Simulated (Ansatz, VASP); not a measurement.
Nb: VASP beside Ansatz

```
Nb
1.0
     2.61873    0.00000    0.00000
     0.00000    2.61873    0.00000
     0.00000    0.00000    2.61873
Nb
1
Direct
  0.00000 0.00000 0.00000
```

Alike in both runs: task single point; functional revPBE; k mesh 13 × 13 × 13; occupations fermi-dirac, width 0.1 eV; no spin polarisation.

|  | VASP | Ansatz |
| --- | --- | --- |
| version | VASP 6.6.1 | Ansatz 0.2.0 |
| potentials or method | VASP PAW PBE potentials, release 64 (Nb_sv), cutoff 520 eV | plane waves (420 eV) with PAW, scalar-relativistic |
| valence electrons in the cell | 13 | 13 |

Ansatz gave:

| Quantity | Value |
| --- | --- |
| pressure (GPa) | 20.3 |

Question: What did VASP give for the same quantities?

Answer: Pressure (GPa): 20.1.

VASP's potentials were made for PBE, not for revPBE. The functional is the same, so the differences come from potentials, cutoffs and numerics.
